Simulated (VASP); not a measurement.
# Li (Fm-3m) in VASP: notebook

Runs on Li. Level: LDA. Tasks: single point, relaxation of volume and atoms at fixed shape.

All numbers are computed with VASP 6.6.1; they aren't measurements. Logs are shortened: lines on timing, memory, paths and dates and some standing lists are left out, and cuts for length are marked.

## Step 1: The cell of the first run

The structure is cubic, space group Fm-3m (No. 225). The conventional cell has a = 4.231 Å, b = 4.231 Å, c = 4.231 Å, α = 90.00°, β = 90.00°, γ = 90.00°. Li (site symmetry m-3m) has 12 Li at 2.99 Å within 3.9 Å.

This isn't the form of Li at room conditions, which is bcc.

## Step 2: Single point, LDA

INCAR reads:

```
PREC = Accurate
ENCUT = 750
EDIFF = 1E-6
ISMEAR = -1
SIGMA = 0.05
LREAL = False
LASPH = True
NELM = 120
ALGO = Normal
ISIF = 2
LWAVE = False
LCHARG = False
NBANDS = 8
GGA_COMPAT = False
```

KPOINTS reads:

```
regular mesh
0
Gamma
  9 9 9
```

POSCAR reads:

```
Li
1.0
    0.0000000000      2.1154629206      2.1154629206
    2.1154629206      0.0000000000      2.1154629206
    2.1154629206      2.1154629206      0.0000000000
Li
1
Direct
    0.0000000000      0.0000000000      0.0000000000
```

Potentials or basis: VASP PAW LDA potentials, release 64 (Li_sv).

Command:

```sh
cat potpaw_LDA.64/Li_sv/POTCAR > POTCAR
mpirun -np 1 vasp_std > vasp.out
```

OUTCAR:

```text
PREC = Accurate
   ENCUT = 750
   EDIFF = 1E-6
   ISMEAR = -1
   LREAL = False
   LASPH = True
   NELM = 120
   ISIF = 2

 ion  position               nearest neighbor table
   1  0.000  0.000  0.000-

  LATTYP: Found a face centered cubic cell.
 ALAT       =     4.2309258412

  Lattice vectors:

 A1 = (   0.0000000000,   2.1154629206,   2.1154629206)
 A2 = (   2.1154629206,   0.0000000000,   2.1154629206)
 A3 = (   2.1154629206,   2.1154629206,   0.0000000000)

Analysis of symmetry for initial positions (statically):
=====================================================================
 Subroutine PRICEL returns:
 Original cell was already a primitive cell.

 Routine SETGRP: Setting up the symmetry group for a
 face centered cubic supercell.

 Subroutine GETGRP returns: Found 48 space group operations
 (whereof 48 operations were pure point group operations)
 out of a pool of 48 trial point group operations.

The static configuration has the point symmetry O_h .

Analysis of symmetry for dynamics (positions and initial velocities):
=====================================================================
 Subroutine PRICEL returns:
 Original cell was already a primitive cell.

 Routine SETGRP: Setting up the symmetry group for a
 face centered cubic supercell.

 Subroutine GETGRP returns: Found 48 space group operations
 (whereof 48 operations were pure point group operations)
 out of a pool of 48 trial point group operations.

The dynamic configuration has the point symmetry O_h .

 Subroutine INISYM returns: Found 48 space group operations
 (whereof 48 operations are pure point group operations),
 and found     1 'primitive' translations

----------------------------------------------------------------------------------------

                                     Primitive cell

  volume of cell :      18.9342

  direct lattice vectors                    reciprocal lattice vectors
     0.000000000  2.115462921  2.115462921    -0.236354887  0.236354887  0.236354887
     2.115462921  0.000000000  2.115462921     0.236354887 -0.236354887  0.236354887
     2.115462921  2.115462921  0.000000000     0.236354887  0.236354887 -0.236354887

  length of vectors
     2.991716353  2.991716353  2.991716353     0.409378673  0.409378673  0.409378673

  position of ions in fractional coordinates (direct lattice)
     0.000000000  0.000000000  0.000000000

  ion indices of the primitive-cell ions
   primitive index   ion index
                 1           1

----------------------------------------------------------------------------------------

 KPOINTS: regular mesh

Automatic generation of k-mesh.
 Grid dimensions read from file:
 generate k-points for:    9    9    9

 Generating k-lattice:

  Cartesian coordinates                     Fractional coordinates (reciprocal lattice)
    -0.026261654  0.026261654  0.026261654     0.111111111  0.000000000  0.000000000
     0.026261654 -0.026261654  0.026261654     0.000000000  0.111111111  0.000000000
     0.026261654  0.026261654 -0.026261654     0.000000000  0.000000000  0.111111111

  Length of vectors
     0.045486519  0.045486519  0.045486519

  Shift w.r.t. Gamma in fractional coordinates (k-lattice)
     0.000000000  0.000000000  0.000000000

 Subroutine IBZKPT returns following result:
 ===========================================

 Found     35 irreducible k-points:

 Following reciprocal coordinates:
            Coordinates               Weight
  0.000000  0.000000  0.000000      1.000000
  0.111111  0.000000  0.000000      8.000000
  0.222222  0.000000  0.000000      8.000000
  0.333333  0.000000  0.000000      8.000000
  0.444444  0.000000  0.000000      8.000000
  0.111111  0.111111  0.000000      6.000000
[... 16 lines left out ...]
 -0.333333  0.333333  0.000000     12.000000
  0.444444  0.444444  0.000000      6.000000
 [... further k-points ...]
   k-points           NKPTS =     35   k-points in BZ     NKDIM =     35   number of bands    NBANDS=      8
   number of dos      NEDOS =    301   number of ions     NIONS =      1
   total plane-waves  NPLWV =  21952
   dimension x,y,z NGX =    28 NGY =   28 NGZ =   28
   dimension x,y,z NGXF=    56 NGYF=   56 NGZF=   56
   ions per type =               1
   NGX,Y,Z   is equivalent  to a cutoff of  15.56, 15.56, 15.56 a.u.
   NGXF,Y,Z  is equivalent  to a cutoff of  31.12, 31.12, 31.12 a.u.
 SYSTEM =  unknown system
   PREC   = accura    normal or accurate (medium, high low for compatibility)
   ISTART =      0    job   : 0-new  1-cont  2-samecut
   ICHARG =      2    charge: 1-file 2-atom 10-const
   ISPIN  =      1    spin polarized calculation?
   LNONCOLLINEAR =      F non collinear calculations
   LSORBIT =      F    spin-orbit coupling
   LASPH  =      T    aspherical Exc in radial PAW
   ENCUT  =  750.0 eV  55.12 Ry    7.42 a.u.   6.68  6.68  6.68*2*pi/ulx,y,z
   NELM   =    120;   NELMIN=  2; NELMDL= -5     # of ELM steps
   EDIFF  = 0.1E-05   stopping-criterion for ELM
   LREAL  =      F    real-space projection
[... 7 lines left out ...]
   TEBEG  =    0.0;   TEEND  =   0.0 temperature during run
   PSTRESS=    0.0 pullay stress
   NELECT =       3.0000    total number of electrons
   NUPDOWN=      -1.0000    fix difference up-down
   EMIN   =  10.00;   EMAX   =-10.00  energy-range for DOS
   EFERMI =   0.00;   METHOD = LEGACY
   ISMEAR =    -1;   SIGMA  =   0.05  broadening in eV -4-tet -1-fermi 0-gaus
   EFERMI_NEDOS =   21; number of points for ismear=-14 and -15
   IALGO  =     38    algorithm
   IMIX   =      4    mixing-type and parameters
     AMIX     =   0.40;   BMIX     =  1.00
     AMIX_MAG =   1.60;   BMIX_MAG =  1.00
  volume/ion in A,a.u.               =      18.93       127.77
  Fermi-wavevector in a.u.,A,eV,Ry     =   0.885863  1.674038 10.677213  0.784753
  Thomas-Fermi vector in A             =   2.006953
   LORBIT       =      0    0 simple, 1 ext, 2 COOP (PROOUT), +10 PAW based schemes
   GGA     = CA    functional components
   LHFCALC =     F    Hartree Fock is set to
   AEXX    =    0.0000 exact exchange contribution
   IVDW    =     0    specifies the selected vdW correction
   LEPSILON=     F    determine dielectric tensor
   LRPA    =     F    only Hartree local field effects (RPA)
 non-spin polarized calculation
  energy-cutoff  :      750.00
  volume of cell :       18.93
 maximum number of plane-waves:       899
   NGX = 13   NGY = 13   NGZ = 13

 number of electron       3.0000002 magnetization

 Free energy of the ion-electron system (eV)
  ---------------------------------------------------
  ext. energy  EPLUGINS =         0.00000000
  ---------------------------------------------------
  free energy    TOTEN  =        -2.04766609 eV

  energy without entropy =       -2.04074847  energy(sigma->0) =       -2.04420728

 E-fermi :   0.9581     XC(G=0):  -7.3178

 val. band max:        0.4869020070   @ k =   0.4444   0.2222   0.0000
 cond. band min:       0.9720444195   @ k =  -0.4444   0.1111   0.0000
 fundamental gap:      0.4851424125
 Fermi energy:         0.9581215698

 k-point     1 :       0.0000    0.0000    0.0000
  band No.  band energies     occupation
      1     -44.7129      2.00000
      2      -2.7912      2.00000
      3      15.6081      0.00000
      4      15.6081      0.00000
      5      15.6081      0.00000
      6      19.8506      0.00000
      7      19.8506      0.00000
      8      19.8506      0.00000

 k-point     2 :       0.1111    0.0000    0.0000
  band No.  band energies     occupation
      1     -44.7099      2.00000
      2      -2.5691      2.00000
      3      13.5033      0.00000
      4      15.1667      0.00000
      5      15.1667      0.00000
      6      19.0092      0.00000
      7      20.6425      0.00000
      8      20.6425      0.00000

 k-point     3 :       0.2222    0.0000    0.0000
  band No.  band energies     occupation
      1     -44.7021      2.00000
      2      -1.9035      2.00000
      3       9.9704      0.00000
      4      14.4747      0.00000
      5      14.4747      0.00000
      6      19.4910      0.00000
      7      20.6922      0.00000
      8      20.6922      0.00000

 k-point     4 :       0.3333    0.0000    0.0000
  band No.  band energies     occupation
      1     -44.6932      2.00000
      2      -0.8195      2.00000
      3       6.7703      0.00000
      4      14.0226      0.00000
      5      14.0226      0.00000
      6      19.1878      0.00000
      7      19.1878      0.00000
      8      19.3902      0.00000

 k-point     5 :       0.4444    0.0000    0.0000
  band No.  band energies     occupation
      1     -44.6874      2.00000
      2       0.4467      1.99993
      3       4.4138      0.00000
      4      13.8443      0.00000
      5      13.8443      0.00000
      6      18.2570      0.00000
      7      18.2570      0.00000
      8      18.8840      0.00000

 k-point     6 :       0.1111    0.1111    0.0000
  band No.  band energies     occupation
      1     -44.7088      2.00000
      2      -2.4938      2.00000
      3      14.0069      0.00000
      4      14.0069      0.00000
      5      15.6147      0.00000
      6      16.9896      0.00000
      7      20.6928      0.00000
      8      22.0159      0.00000

 k-point     7 :       0.2222    0.1111    0.0000
  band No.  band energies     occupation
      1     -44.7026      2.00000
      2      -1.9723      2.00000
      3      11.2078      0.00000
      4      13.0549      0.00000
      5      15.3114      0.00000
      6      17.0637      0.00000
      7      18.6637      0.00000
      8      23.0934      0.00000

 k-point     8 :       0.3333    0.1111    0.0000
  band No.  band energies     occupation
      1     -44.6941      2.00000
      2      -1.0120      2.00000
      3       7.8845      0.00000
      4      12.5641      0.00000
      5      14.3768      0.00000
      6      16.3207      0.00000
      7      20.0032      0.00000
      8      21.7742      0.00000

 k-point     9 :       0.4444    0.1111    0.0000
  band No.  band energies     occupation
      1     -44.6873      2.00000
      2       0.2850      2.00000
      3       5.1517      0.00000
      4      12.5849      0.00000
      5      13.2106      0.00000
      6      16.0404      0.00000
      7      20.3043      0.00000
      8      22.1470      0.00000

 k-point    10 :      -0.4444    0.1111    0.0000
  band No.  band energies     occupation
      1     -44.6854      2.00000
      2       0.9720      0.86166
      3       4.0914      0.00000
      4      12.3500      0.00000
      5      13.0943      0.00000
      6      16.3873      0.00000
      7      19.4021      0.00000
      8      22.4330      0.00000
[... 78 lines left out ...]
 k-point    18 :      -0.3333    0.2222    0.0000
  band No.  band energies     occupation
      1     -44.6841      2.00000
      2       0.9824      0.76160
      3       5.2015      0.00000
      4       9.5016      0.00000
      5      12.5236      0.00000
      6      16.3833      0.00000
      7      21.7649      0.00000
      8      23.0570      0.00000

 k-point    19 :      -0.2222    0.2222    0.0000
  band No.  band energies     occupation
      1     -44.6900      2.00000
      2      -0.3968      2.00000
      3       7.3840      0.00000
      4      10.0377      0.00000
      5      13.8850      0.00000
      6      17.4023      0.00000
      7      21.1864      0.00000
      8      21.2887      0.00000

 k-point    20 :       0.3333    0.3333    0.0000
  band No.  band energies     occupation
      1     -44.6868      2.00000
      2      -0.0777      2.00000
      3      10.0060      0.00000
      4      10.3741      0.00000
      5      10.3741      0.00000
      6      12.8627      0.00000
      7      16.6615      0.00000
      8      28.5263      0.00000

 k-point    21 :       0.4444    0.3333    0.0000
  band No.  band energies     occupation
      1     -44.6820      2.00000
      2       1.0283      0.39456
      3       7.5367      0.00000
      4       8.9385      0.00000
      5      10.0807      0.00000
      6      13.9934      0.00000
      7      17.1947      0.00000
      8      27.7901      0.00000

 k-point    22 :      -0.4444    0.3333    0.0000
  band No.  band energies     occupation
      1     -44.6794      2.00000
      2       2.4715      0.00000
      3       4.9470      0.00000
      4       7.9736      0.00000
      5      10.3596      0.00000
      6      15.2490      0.00000
      7      19.1337      0.00000
      8      26.2938      0.00000

 k-point    23 :      -0.3333    0.3333    0.0000
  band No.  band energies     occupation
      1     -44.6803      2.00000
      2       2.6049      0.00000
      3       4.1683      0.00000
      4       8.0231      0.00000
      5      11.1969      0.00000
      6      15.8219      0.00000
      7      22.4543      0.00000
      8      24.6243      0.00000

 k-point    24 :       0.4444    0.4444    0.0000
  band No.  band energies     occupation
      1     -44.6792      2.00000
      2       1.8317      0.00000
      3       6.5160      0.00000
      4       9.5997      0.00000
      5       9.5997      0.00000
      6      12.0350      0.00000
      7      16.9646      0.00000
      8      31.2846      0.00000

 [... further k-points ...]
[... 5 lines left out ...]
  --------------------------------------------------------------------------------------
  -------------------------------------------------------------------------------------
  Total       -0.0195484     -0.0195484     -0.0195484      0.0000000      0.0000000      0.0000000
  in kB       -1.6541528     -1.6541528     -1.6541528      0.0000000      0.0000000      0.0000000
  external PRESSURE =      -1.6541528 kB  Pullay stress =       0.0000000 kB

 VOLUME and BASIS-vectors are now :
 -----------------------------------------------------------------------------
  energy-cutoff  :      750.00
  volume of cell :       18.93
      direct lattice vectors                 reciprocal lattice vectors
     0.000000000  2.115462921  2.115462921    -0.236354887  0.236354887  0.236354887
     2.115462921  0.000000000  2.115462921     0.236354887 -0.236354887  0.236354887
     2.115462921  2.115462921  0.000000000     0.236354887  0.236354887 -0.236354887

 POSITION                                       TOTAL-FORCE (eV/Angst)
 -----------------------------------------------------------------------------------
      0.00000      0.00000      0.00000         0.000000      0.000000      0.000000
 -----------------------------------------------------------------------------------
    total drift:                               -0.000000     -0.000000     -0.000000

  FREE ENERGIE OF THE ION-ELECTRON SYSTEM (eV)
  ---------------------------------------------------
  free  energy   TOTEN  =        -2.0476660904 eV

  energy  without entropy=       -2.0407484694  energy(sigma->0) =       -2.04420728
```

It took 4.9 s on 1 thread of Intel Xeon 6975P-C (Granite Rapids), shared host; peak memory 0.13 GiB.

What came out:

```yaml
Free_energy: -2.0477 eV
Pressure: -0.2 GPa
Band_gap_on_the_k_mesh: zero (an odd number of electrons rules out a gap without spin polarisation)
```

## Step 3: Relaxation of volume and atoms at fixed shape, LDA

This run uses another cell than the first one, of 21.59 Å³/atom.

INCAR reads:

```
SYSTEM = Li
PREC = Accurate
ENCUT = 750
EDIFF = 1E-7
ISMEAR = -1
SIGMA = 0.05
LREAL = .False.
LASPH = .True.
NELM = 120
ALGO = Normal
ISIF = 8
LWAVE = .False.
LCHARG = .False.
IBRION = 2
NSW = 80
EDIFFG = -0.03
GGA_COMPAT = .False.
NELMIN = 4
```

KPOINTS reads:

```
Automatic mesh
0
Gamma
  9 9 9
  0 0 0
```

POSCAR reads:

```
Li
1.0
    0.0000000000      2.2100000000      2.2100000000
    2.2100000000      0.0000000000      2.2100000000
    2.2100000000      2.2100000000      0.0000000000
Li
1
Direct
    0.0000000000      0.0000000000      0.0000000000
```

Potentials or basis: VASP PAW LDA potentials, release 64 (Li_sv).

Command:

```sh
cat potpaw_LDA.64/Li_sv/POTCAR > POTCAR
mpirun -np 1 vasp_std > vasp.out
```

OUTCAR:

```text
SYSTEM = Li
   PREC = Accurate
   ENCUT = 750
   EDIFF = 1E-7
   ISMEAR = -1
   LREAL = .False.
   LASPH = .True.
   NELM = 120
   ISIF = 8
   IBRION = 2
   NSW = 80
   EDIFFG = -0.03
   NELMIN = 4

 ion  position               nearest neighbor table
   1  0.000  0.000  0.000-

  LATTYP: Found a face centered cubic cell.
 ALAT       =     4.4200000000

  Lattice vectors:

 A1 = (   0.0000000000,   2.2100000000,   2.2100000000)
 A2 = (   2.2100000000,   0.0000000000,   2.2100000000)
 A3 = (   2.2100000000,   2.2100000000,   0.0000000000)

Analysis of symmetry for initial positions (statically):
[... 275 lines left out ...]

 number of electron       3.0000002 magnetization

 Free energy of the ion-electron system (eV)
  ---------------------------------------------------
  ext. energy  EPLUGINS =         0.00000000
  ---------------------------------------------------
  free energy    TOTEN  =        -2.04903111 eV

  energy without entropy =       -2.04215371  energy(sigma->0) =       -2.04559241

 E-fermi :   0.9822     XC(G=0):  -7.3388

 val. band max:        0.5102110116   @ k =   0.4444   0.2222   0.0000
 cond. band min:       0.9940011010   @ k =  -0.4444   0.1111   0.0000
 fundamental gap:      0.4837900894
 Fermi energy:         0.9822416402

 k-point     1 :       0.0000    0.0000    0.0000
  band No.  band energies     occupation
      1     -44.6744      2.00000
      2      -2.7779      2.00000
      3      15.7184      0.00000
      4      15.7184      0.00000
      5      15.7184      0.00000
[... 177 lines left out ...]
 k-point    24 :       0.4444    0.4444    0.0000
  band No.  band energies     occupation
      1     -44.6396      2.00000
      2       1.8604      0.00000
      3       6.5727      0.00000
      4       9.6723      0.00000
      5       9.6723      0.00000

 [... further k-points ...]
[... 5 lines left out ...]
  --------------------------------------------------------------------------------------
  -------------------------------------------------------------------------------------
  Total        0.0040994      0.0040994      0.0040994      0.0000000     -0.0000000      0.0000000
  in kB        0.3497252      0.3497252      0.3497252      0.0000000     -0.0000000      0.0000000
  external PRESSURE =       0.3497252 kB  Pullay stress =       0.0000000 kB
[... 16 lines left out ...]
  FREE ENERGIE OF THE ION-ELECTRON SYSTEM (eV)
  ---------------------------------------------------
  free  energy   TOTEN  =        -2.0490311079 eV

  energy  without entropy=       -2.0421537055  energy(sigma->0) =       -2.04559241

 reached required accuracy - stopping structural energy minimisation
```

CONTCAR:

```text
Li
   1.00000000000000
     0.0000000000000000    2.1097171453200994    2.1097171453200994
     2.1097171453200994    0.0000000000000000    2.1097171453200994
     2.1097171453200994    2.1097171453200994    0.0000000000000000
  Li
     1
Direct
     0.0000000000000000    1.0000000000000000    0.0000000000000000

  0.00000000E+00  0.00000000E+00  0.00000000E+00
```

Wall time 9 s (1 thread of Intel Xeon 6975P-C (Granite Rapids), shared host); peak memory 0.13 GiB.

What came out:

| Property | Result |
| --- | --- |
| Free energy | -2.0490 eV |
| Relaxed volume | 18.78 Å³/atom |
| Relaxed cell | a = 2.984 Å, b = 2.984 Å, c = 2.984 Å, α = 60.00°, β = 60.00°, γ = 60.00° |
| Space group after relaxing (to 0.1 Å) | Fm-3m (No. 225) |
| Energy gained by relaxing | 16.1 meV/atom |
| Ionic steps | 4 |
| Pressure after relaxing | 0.0 GPa |
| Band gap on the k mesh | zero (an odd number of electrons rules out a gap without spin polarisation) |

Step by step:
| step | energy change (eV) | largest force (eV/Å) | pressure (GPa) | volume (Å³) |
| --- | --- | --- | --- | --- |
| 1 | 0.0000 | 0.0000 | -1.69 | 21.59 |
| 2 | -0.0067 | 0.0000 | -1.36 | 20.88 |
| 3 | -0.0153 | 0.0000 | -0.45 | 19.41 |
| 4 | -0.0161 | 0.0000 | 0.03 | 18.78 |

Final structure:
```
Li
1.0
     0.00000    2.10972    2.10972
     2.10972    0.00000    2.10972
     2.10972    2.10972    0.00000
Li
1
Direct
  0.00000 0.00000 0.00000
```

The gap in the log of VASP goes by the Fermi energy; the results here count the filled bands.